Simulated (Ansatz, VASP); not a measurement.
## Li2O in VASP and in Ansatz

Contents of INCAR:

```
SYSTEM = Li2O
PREC = Accurate
ENCUT = 750
EDIFF = 1E-6
ISMEAR = -1
SIGMA = 0.03
LREAL = .False.
LASPH = .True.
NELM = 120
ALGO = Normal
ISIF = 2
LWAVE = .False.
LCHARG = .False.
GGA = PS
NBANDS = 13
GGA_COMPAT = .False.
```

The input KPOINTS:

```
regular mesh
0
Gamma
  9 9 9
  0 0 0
```

Contents of POSCAR:

```
Li2O
1.0
    0.0000000000      2.2623541181      2.2623541181
    2.2623541181      0.0000000000      2.2623541181
    2.2623541181      2.2623541181      0.0000000000
Li O
2 1
Direct
    0.2500000000      0.2500000000      0.2500000000
    0.7500000000      0.7500000000      0.7500000000
    0.0000000000      0.0000000000      0.0000000000
```

Input for Ansatz:

```yaml
crystal:
  lattice:
    - [0.0, 2.2623541181, 2.2623541181]
    - [2.2623541181, 0.0, 2.2623541181]
    - [2.2623541181, 2.2623541181, 0.0]
  atoms:
    - { symbol: Li, position: [0.25, 0.25, 0.25] }
    - { symbol: Li, position: [0.75, 0.75, 0.75] }
    - { symbol: O, position: [0.0, 0.0, 0.0] }
kpoints:
  mp_grid: { grid: [9, 9, 9] }
  band_path:
    path:
      - [0.0, 0.0, 0.0]
      - [0.5, 0.0, 0.5]
      - [0.625, 0.25, 0.625]
      - [0.375, 0.375, 0.75]
      - [0.0, 0.0, 0.0]
      - [0.5, 0.5, 0.5]
      - [0.5, 0.25, 0.75]
      - [0.5, 0.0, 0.5]
    npoints: 5
scf:
  occupations: { method: fermi_dirac, width: 0.03 }
hamiltonian:
  xc: pbesol
  pseudopotentials: { kind: all_electron, lapw: { basis_error: 0.0005 } }
output:
  forces: true
  stress: true
  eigenvalues: true
```

Change from the starting cell: volume scaled by 0.94.

Alike in both runs: task single point; functional PBEsol; k mesh 9 × 9 × 9; occupations fermi-dirac, width 0.03 eV; no spin polarisation.

|  | VASP | Ansatz |
| --- | --- | --- |
| version | VASP 6.6.1 | Ansatz 0.2.0 |
| potentials or method | VASP PAW PBE potentials, release 64 (Li_sv, O), cutoff 750 eV | all-electron LAPW, scalar-relativistic |

Ansatz gave:

```
gap on the k mesh at the Fermi level (eV) : 5.06
pressure (GPa)                            : 3.1
```

Problem. Estimate VASP's values.

Solution. gap on the k mesh at the Fermi level (eV): 5.05; pressure (GPa): 3.4.

VASP's potentials were made for PBE, not for PBEsol. Ansatz ran all-electron here, and VASP with PAW potentials.
